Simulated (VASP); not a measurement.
# Ge5Pd (F-43m) in VASP: relaxation of cell and atoms with PBE

Aim: the relaxation of cell and atoms of Ge5Pd with PBE.

Program: VASP 6.6.1. These are calculated values, not measurements. Logs are shortened: lines on timing, memory, paths and dates and some standing lists are left out, and cuts for length are marked.

### Step 1. The cell of the first run

The structure is cubic, space group F-43m (No. 216). The conventional cell has a = 9.217 Å, b = 9.217 Å, c = 9.217 Å, α = 90.00°, β = 90.00°, γ = 90.00°. Within 3.2 Å of Ge (site symmetry -43m) lie 4 Ge at 2.41 Å. Ge (site symmetry 3m) has 4 Ge at 2.41 to 2.58 Å within 3.2 Å. Within 5.0 Å of Pd (site symmetry -43m) lie 18 Ge at 3.77 to 4.61 Å.

The cell was generated, and may not be a known phase.

### Step 2. Relaxation of cell and atoms, PBE

File INCAR:

```
SYSTEM = Ge5Pd
PREC = Accurate
ENCUT = 500
EDIFF = 1E-7
ISMEAR = 0
SIGMA = 0.1
LREAL = .False.
LASPH = .True.
NELM = 120
ALGO = Normal
ISIF = 3
LWAVE = .False.
LCHARG = .False.
GGA = PE
IBRION = 2
NSW = 100
EDIFFG = -0.01
GGA_COMPAT = .False.
NELMIN = 4
```

File KPOINTS:

```
Automatic mesh
0
Gamma
  8 8 8
  0 0 0
```

File POSCAR:

```
Ge5Pd
1.0
    0.0000000000      4.6086457885      4.6086457885
    4.6086457885      0.0000000000      4.6086457885
    4.6086457885      4.6086457885      0.0000000000
Ge Pd
5 1
Direct
    0.5000000000      0.5000000000      0.5000000000
    0.3490946535      0.9527160394      0.3490946535
    0.3490946535      0.3490946535      0.3490946535
    0.9527160394      0.3490946535      0.3490946535
    0.3490946535      0.3490946535      0.9527160394
    0.0000000000      0.0000000000      0.0000000000
```

Potentials or basis: VASP PAW PBE potentials, release 64 (Ge_d, Pd).

Run with:

```
$ cat potpaw_PBE.64/Ge_d/POTCAR potpaw_PBE.64/Pd/POTCAR > POTCAR
$ mpirun -np 1 vasp_std > vasp.out
```

OUTCAR:

```text
SYSTEM = Ge5Pd
   PREC = Accurate
   ENCUT = 500
   EDIFF = 1E-7
   ISMEAR = 0
   LREAL = .False.
   LASPH = .True.
   NELM = 120
   ISIF = 3
   GGA = PE
   IBRION = 2
   NSW = 100
   EDIFFG = -0.01
   NELMIN = 4

 ion  position               nearest neighbor table
   1  0.500  0.500  0.500-   2 2.41   4 2.41   5 2.41   3 2.41
   2  0.349  0.953  0.349-   1 2.41   3 2.58   4 2.58   5 2.58
   3  0.349  0.349  0.349-   1 2.41   2 2.58   4 2.58   5 2.58
   4  0.953  0.349  0.349-   1 2.41   2 2.58   3 2.58   5 2.58
   5  0.349  0.349  0.953-   1 2.41   2 2.58   3 2.58   4 2.58
   6  0.000  0.000  0.000-

  LATTYP: Found a face centered cubic cell.
 ALAT       =     9.2172915770

  Lattice vectors:

 A1 = (   0.0000000000,   4.6086457885,   4.6086457885)
 A2 = (   4.6086457885,   0.0000000000,   4.6086457885)
 A3 = (   4.6086457885,   4.6086457885,   0.0000000000)

Analysis of symmetry for initial positions (statically):
=====================================================================
 Subroutine PRICEL returns:
 Original cell was already a primitive cell.

 Routine SETGRP: Setting up the symmetry group for a
 face centered cubic supercell.

 Subroutine GETGRP returns: Found 24 space group operations
 (whereof 24 operations were pure point group operations)
 out of a pool of 48 trial point group operations.

The static configuration has the point symmetry T_d .

Analysis of symmetry for dynamics (positions and initial velocities):
=====================================================================
 Subroutine PRICEL returns:
 Original cell was already a primitive cell.

 Routine SETGRP: Setting up the symmetry group for a
 face centered cubic supercell.

 Subroutine GETGRP returns: Found 24 space group operations
 (whereof 24 operations were pure point group operations)
 out of a pool of 48 trial point group operations.

The dynamic configuration has the point symmetry T_d .

 Subroutine INISYM returns: Found 24 space group operations
 (whereof 24 operations are pure point group operations),
 and found     1 'primitive' translations

----------------------------------------------------------------------------------------

                                     Primitive cell

  volume of cell :     195.7717

  direct lattice vectors                    reciprocal lattice vectors
     0.000000000  4.608645788  4.608645788    -0.108491740  0.108491740  0.108491740
     4.608645788  0.000000000  4.608645788     0.108491740 -0.108491740  0.108491740
     4.608645788  4.608645788  0.000000000     0.108491740  0.108491740 -0.108491740

  length of vectors
     6.517609378  6.517609378  6.517609378     0.187913206  0.187913206  0.187913206

  position of ions in fractional coordinates (direct lattice)
     0.500000000  0.500000000  0.500000000
     0.349094654  0.952716039  0.349094654
     0.349094654  0.349094654  0.349094654
     0.952716039  0.349094654  0.349094654
     0.349094654  0.349094654  0.952716039
     0.000000000  0.000000000  0.000000000

  ion indices of the primitive-cell ions
   primitive index   ion index
                 1           1
                 2           2
                 3           3
                 4           4
                 5           5
                 6           6

----------------------------------------------------------------------------------------

 KPOINTS: Automatic mesh

Automatic generation of k-mesh.
 Grid dimensions read from file:
 generate k-points for:    8    8    8

 Generating k-lattice:

  Cartesian coordinates                     Fractional coordinates (reciprocal lattice)
    -0.013561467  0.013561467  0.013561467     0.125000000  0.000000000  0.000000000
     0.013561467 -0.013561467  0.013561467     0.000000000  0.125000000  0.000000000
     0.013561467  0.013561467 -0.013561467     0.000000000  0.000000000  0.125000000

  Length of vectors
     0.023489151  0.023489151  0.023489151

  Shift w.r.t. Gamma in fractional coordinates (k-lattice)
     0.000000000  0.000000000  0.000000000

 Subroutine IBZKPT returns following result:
 ===========================================

 Found     29 irreducible k-points:

 Following reciprocal coordinates:
            Coordinates               Weight
  0.000000  0.000000  0.000000      1.000000
  0.125000  0.000000  0.000000      8.000000
  0.250000  0.000000  0.000000      8.000000
  0.375000  0.000000  0.000000      8.000000
  0.500000  0.000000  0.000000      4.000000
  0.125000  0.125000  0.000000      6.000000
[... 16 lines left out ...]
  0.500000  0.250000  0.125000     48.000000
 -0.375000  0.250000  0.125000     24.000000
 [... further k-points ...]
   k-points           NKPTS =     29   k-points in BZ     NKDIM =     29   number of bands    NBANDS=     48
   number of dos      NEDOS =    301   number of ions     NIONS =      6
   total plane-waves  NPLWV = 110592
   dimension x,y,z NGX =    48 NGY =   48 NGZ =   48
   dimension x,y,z NGXF=    96 NGYF=   96 NGZF=   96
   ions per type =               5   1
   NGX,Y,Z   is equivalent  to a cutoff of  12.24, 12.24, 12.24 a.u.
   NGXF,Y,Z  is equivalent  to a cutoff of  24.49, 24.49, 24.49 a.u.
 SYSTEM =  Ge5Pd
   PREC   = accura    normal or accurate (medium, high low for compatibility)
   ISTART =      0    job   : 0-new  1-cont  2-samecut
   ICHARG =      2    charge: 1-file 2-atom 10-const
   ISPIN  =      1    spin polarized calculation?
   LNONCOLLINEAR =      F non collinear calculations
   LSORBIT =      F    spin-orbit coupling
   LASPH  =      T    aspherical Exc in radial PAW
   ENCUT  =  500.0 eV  36.75 Ry    6.06 a.u.  11.88 11.88 11.88*2*pi/ulx,y,z
   NELM   =    120;   NELMIN=  4; NELMDL= -5     # of ELM steps
   EDIFF  = 0.1E-06   stopping-criterion for ELM
   LREAL  =      F    real-space projection
   EDIFFG = -.1E-01   stopping-criterion for IOM
   NSW    =    100    number of steps for IOM
   IBRION =      2    ionic relax: 0-MD 1-quasi-New 2-CG
   NFREE  =      1    steps in history (QN), initial steepest desc. (CG)
   ISIF   =      3    stress and relaxation
   ISYM   =      2    0-nonsym 1-usesym 2-fastsym
   POTIM  = 0.5000    time-step for ionic-motion
   TEBEG  =    0.0;   TEEND  =   0.0 temperature during run
   PSTRESS=    0.0 pullay stress
   NELECT =      80.0000    total number of electrons
   NUPDOWN=      -1.0000    fix difference up-down
   EMIN   =  10.00;   EMAX   =-10.00  energy-range for DOS
   EFERMI =   0.00;   METHOD = LEGACY
   ISMEAR =     0;   SIGMA  =   0.10  broadening in eV -4-tet -1-fermi 0-gaus
   EFERMI_NEDOS =   21; number of points for ismear=-14 and -15
   IALGO  =     38    algorithm
   IMIX   =      4    mixing-type and parameters
     AMIX     =   0.40;   BMIX     =  1.00
     AMIX_MAG =   1.60;   BMIX_MAG =  1.00
  volume/ion in A,a.u.               =      32.63       220.19
  Fermi-wavevector in a.u.,A,eV,Ry     =   1.214847  2.295727 20.080194  1.475853
  Thomas-Fermi vector in A             =   2.350253
   LORBIT       =      0    0 simple, 1 ext, 2 COOP (PROOUT), +10 PAW based schemes
   GGA     = PE    functional components
   LHFCALC =     F    Hartree Fock is set to
   AEXX    =    0.0000 exact exchange contribution
   IVDW    =     0    specifies the selected vdW correction
   LEPSILON=     F    determine dielectric tensor
   LRPA    =     F    only Hartree local field effects (RPA)
 conjugate gradient relaxation of ions
 non-spin polarized calculation
 Gauss-broadening in eV      SIGMA  =   0.10
  energy-cutoff  :      500.00
  volume of cell :      195.77
 maximum number of plane-waves:      4992
   NGX = 23   NGY = 23   NGZ = 23

--------------------------------------- Ionic step        1  -------------------------------------------

 number of electron      80.0000021 magnetization

 Free energy of the ion-electron system (eV)
  ---------------------------------------------------
  ext. energy  EPLUGINS =         0.00000000
  ---------------------------------------------------
  free energy    TOTEN  =       -21.80206649 eV

  energy without entropy =      -21.76334598  energy(sigma->0) =      -21.78270624

------------------------ aborting loop because EDIFF is reached ----------------------------------------

  FORCE on cell =-STRESS in cart. coord.  units (eV):
  Direction    XX          YY          ZZ          XY          YZ          ZX
  --------------------------------------------------------------------------------------
  -------------------------------------------------------------------------------------
  Total       -0.4305672     -0.4305672     -0.4305672      0.0000000      0.0000000      0.0000000
  in kB       -3.5237209     -3.5237209     -3.5237209      0.0000000      0.0000000      0.0000000
  external PRESSURE =      -3.5237209 kB  Pullay stress =       0.0000000 kB

 VOLUME and BASIS-vectors are now :
 -----------------------------------------------------------------------------
  energy-cutoff  :      500.00
  volume of cell :      195.77
      direct lattice vectors                 reciprocal lattice vectors
     0.000000000  4.608645788  4.608645788    -0.108491740  0.108491740  0.108491740
     4.608645788  0.000000000  4.608645788     0.108491740 -0.108491740  0.108491740
     4.608645788  4.608645788  0.000000000     0.108491740  0.108491740 -0.108491740
[... 81 lines left out ...]
 POSITION                                       TOTAL-FORCE (eV/Angst)
 -----------------------------------------------------------------------------------
      4.59281      4.59281      4.59281        -0.000000     -0.000000     -0.000000
      5.98145      3.20418      5.98145        -0.015765      0.015765     -0.015765
      3.20418      3.20418      3.20418         0.015765      0.015765      0.015765
      3.20418      5.98145      5.98145         0.015765     -0.015765     -0.015765
      5.98145      5.98145      3.20418        -0.015765     -0.015765      0.015765
      0.00000      0.00000      0.00000        -0.000000     -0.000000     -0.000000
 -----------------------------------------------------------------------------------
    total drift:                                0.000001      0.000001      0.000000

  FREE ENERGIE OF THE ION-ELECTRON SYSTEM (eV)
  ---------------------------------------------------
  free  energy   TOTEN  =       -21.8051588502 eV

  energy  without entropy=      -21.7672629551  energy(sigma->0) =      -21.78621090

--------------------------------------- Ionic step        4  -------------------------------------------

 number of electron      79.9999997 magnetization

 Free energy of the ion-electron system (eV)
  ---------------------------------------------------
  ext. energy  EPLUGINS =         0.00000000
  ---------------------------------------------------
  free energy    TOTEN  =       -21.80527221 eV

  energy without entropy =      -21.76745381  energy(sigma->0) =      -21.78636301

 E-fermi :   1.9499     XC(G=0):  -8.1790

 val. band max:        1.9452662682   @ k =  -0.1250   0.1250   0.0000
 cond. band min:       1.9627202705   @ k =   0.5000   0.1250   0.0000
 fundamental gap:      0.0174540023
 Fermi energy:         1.9499297552

 k-point     1 :       0.0000    0.0000    0.0000
  band No.  band energies     occupation
      1     -23.1006      2.00000
      2     -23.1006      2.00000
      3     -23.1006      2.00000
      4     -23.0399      2.00000
      5     -23.0399      2.00000
      6     -22.8990      2.00000
[... 1213 lines left out ...]
     47       5.6914      0.00000
     48       6.1120      0.00000

 [... further k-points ...]
[... 5 lines left out ...]
  --------------------------------------------------------------------------------------
  -------------------------------------------------------------------------------------
  Total       -0.0124100     -0.0124100     -0.0124100      0.0000000      0.0000000      0.0000000
  in kB       -0.1027678     -0.1027678     -0.1027678      0.0000000      0.0000000      0.0000000
  external PRESSURE =      -0.1027678 kB  Pullay stress =       0.0000000 kB

 VOLUME and BASIS-vectors are now :
 -----------------------------------------------------------------------------
  energy-cutoff  :      500.00
  volume of cell :      193.47
      direct lattice vectors                 reciprocal lattice vectors
     0.000000000  4.590551854  4.590551854    -0.108919367  0.108919367  0.108919367
     4.590551854  0.000000000  4.590551854     0.108919367 -0.108919367  0.108919367
     4.590551854  4.590551854 -0.000000000     0.108919367  0.108919367 -0.108919367

 POSITION                                       TOTAL-FORCE (eV/Angst)
 -----------------------------------------------------------------------------------
      4.59055      4.59055      4.59055        -0.000000     -0.000000     -0.000000
      5.97781      3.20329      5.97781        -0.000619      0.000619     -0.000619
      3.20329      3.20329      3.20329         0.000619      0.000619      0.000619
      3.20329      5.97781      5.97781         0.000619     -0.000619     -0.000619
      5.97781      5.97781      3.20329        -0.000619     -0.000619      0.000619
      4.59055      4.59055      9.18110        -0.000000     -0.000000     -0.000000
 -----------------------------------------------------------------------------------
    total drift:                                0.000001      0.000001      0.000000

  FREE ENERGIE OF THE ION-ELECTRON SYSTEM (eV)
  ---------------------------------------------------
  free  energy   TOTEN  =       -21.8052722104 eV

  energy  without entropy=      -21.7674538118  energy(sigma->0) =      -21.78636301

 reached required accuracy - stopping structural energy minimisation
```

It took 17 min on 1 thread of Intel Xeon 6975P-C (Granite Rapids), shared host; peak memory 0.45 GiB.

Results:

```yaml
Free_energy: -21.8053 eV
Relaxed_volume: 32.25 Å³/atom
Relaxed_cell: a = 6.492 Å, b = 6.492 Å, c = 6.492 Å, α = 60.00°, β = 60.00°, γ = 60.00°
Space_group_after_relaxing_to_0.1_Å: F-43m (No. 216)
Energy_gained_by_relaxing: 0.5 meV/atom
Ionic_steps: 4
Pressure_after_relaxing: 0.0 GPa
Band_gap_on_the_k_mesh: zero (bands 40 and 41 overlap by 0.17 eV)
```

Step by step:
| step | energy change (eV) | largest force (eV/Å) | pressure (GPa) | volume (Å³) |
| --- | --- | --- | --- | --- |
| 1 | 0.0000 | 0.0899 | -0.35 | 195.77 |
| 2 | -0.0031 | 0.0289 | -0.04 | 193.75 |
| 3 | -0.0031 | 0.0273 | -0.04 | 193.76 |
| 4 | -0.0032 | 0.0011 | -0.01 | 193.47 |

Final structure:
```cif
data_structure
_symmetry_space_group_name_H-M 'P 1'
_symmetry_Int_Tables_number 1
_cell_length_a 6.4920
_cell_length_b 6.4920
_cell_length_c 6.4920
_cell_angle_alpha 60.000
_cell_angle_beta 60.000
_cell_angle_gamma 60.000
_cell_volume 193.47
loop_
_atom_site_label
_atom_site_type_symbol
_atom_site_fract_x
_atom_site_fract_y
_atom_site_fract_z
_atom_site_occupancy
Ge1 Ge 0.50000 0.50000 0.50000 1
Ge2 Ge 0.34890 0.95330 0.34890 1
Ge3 Ge 0.34890 0.34890 0.34890 1
Ge4 Ge 0.95330 0.34890 0.34890 1
Ge5 Ge 0.34890 0.34890 0.95330 1
Pd1 Pd 0.00000 0.00000 0.00000 1
```

Levels at points of the mesh, in eV from the Fermi level:
| k point | band 36 | band 37 | band 38 | band 39 | band 40 | band 41 | band 42 | band 43 | band 44 | band 45 |
| --- | --- | --- | --- | --- | --- | --- | --- | --- | --- | --- |
| (0.00, 0.00, 0.00) | -0.68 | -0.68 | -0.68 | -0.35 | 0.03 | 0.03 | 2.97 | 2.97 | 2.97 | 3.18 |
| (0.50, 0.00, 0.00) | -0.97 | -0.78 | -0.78 | -0.71 | 0.06 | 0.06 | 1.04 | 1.04 | 1.67 | 2.93 |
| (0.50, 0.50, 0.00) | -0.95 | -0.72 | -0.72 | -0.51 | -0.35 | 0.14 | 0.44 | 0.44 | 2.43 | 2.59 |
